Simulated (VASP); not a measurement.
Input of a VASP 6.6.1 run:

The input INCAR:

```
SYSTEM = Se
  PREC = Accurate
  ENCUT = 520
  EDIFF = 1E-6
  ISMEAR = 0
  SIGMA = 0.1
  LREAL = .False.
  LASPH = .True.
  NELM = 60
  ALGO = Normal
  ISIF = 2
  LWAVE = .False.
  LCHARG = .True.
  GGA = PE
  LELF = .True.
  LVHAR = .True.
  NBANDS = 27
```

KPOINTS

```
regular mesh
0
Gamma
  4 4 4
  0 0 0
```

File POSCAR:

```
Se
1.0
    4.7809991372     -2.6751178093      0.0000000000
    4.7809991372      2.6751178093      0.0000000000
    0.0000000000      0.0000000000      5.4109158538
Se
6
Direct
    0.0791852688      0.9208147312      0.7500000000
    0.9208147312      0.0791852688      0.2500000000
    0.7115479072      0.6765703813      0.2500000000
    0.2884520928      0.3234296187      0.7500000000
    0.6765703813      0.7115479072      0.7500000000
    0.3234296187      0.2884520928      0.2500000000
```

Potentials or basis: VASP PAW PBE potentials, release 64 (Se).

Run with:

```console
$ cat potpaw_PBE.64/Se/POTCAR > POTCAR
$ mpirun -np 1 vasp_std > vasp.out
```

Predict the band gap on the k mesh.

zero (bands 18 and 19 overlap by 1.93 eV).

Predict the pressure.

0.0 GPa.

What does it give for the largest force?

0.028 eV/Å.

Forces on the atoms (eV/Å):
```
Se   0.000 -0.028  0.000
Se   0.000  0.028  0.000
Se  -0.013 -0.013  0.000
Se   0.013  0.013  0.000
Se  -0.013  0.013  0.000
Se   0.013 -0.013  0.000
```
